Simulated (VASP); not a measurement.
# Sc3Te2: single point with PBE

Sc3Te2:

```
Sc Te
1.0
     4.96612    0.00000    0.00000
    -2.48306    4.30078    0.00000
     0.00000    0.00000    5.97397
Sc Te
3 2
Direct
  0.00000 0.00000 0.76327
  0.00000 0.00000 0.23673
  0.66667 0.33333 0.00000
  0.66667 0.33333 0.50000
  0.33333 0.66667 0.00000
```

| Property | Result |
| --- | --- |
| Program | VASP 6.6.1 |
| Task | single point |
| Functional | PBE |
| Potentials or basis | VASP PAW PBE potentials, release 64 (Sc_sv, Te) |
| Cutoff | 520 eV |
| k mesh | 6 × 6 × 4 |
| Occupations | gaussian, width 0.1 eV |
| Spin | no spin polarisation |
| Dipole correction | no |
| Further INCAR settings | ALGO = Fast; EDIFF = 1e-06; NBANDS = 30 |

| Property | Result |
| --- | --- |
| Pressure | 0.1 GPa |

Levels at points of the mesh, in eV from the Fermi level:
| k point | band 19 | band 20 | band 21 | band 22 | band 23 | band 24 | band 25 | band 26 |
| --- | --- | --- | --- | --- | --- | --- | --- | --- |
| (0.00, 0.00, 0.00) | -2.83 | -1.52 | -1.29 | -0.46 | -0.46 | -0.37 | -0.37 | 0.63 |
| (0.50, 0.00, 0.00) | -3.58 | -3.22 | -1.46 | -0.15 | 0.07 | 0.19 | 0.42 | 1.09 |
| (0.00, 0.00, 0.50) | -3.40 | -3.40 | -0.26 | -0.26 | -0.11 | 0.26 | 0.35 | 0.35 |
| (0.50, 0.00, 0.50) | -3.58 | -2.58 | -0.75 | 0.02 | 0.51 | 0.71 | 0.77 | 0.93 |

Run time: 120 s on 1 thread of Oxide Virtual Turin-like Processor (shared host), peak memory 0.26 GiB.

Caveat: spin-orbit coupling is left out, which moves the levels of the heavy elements.
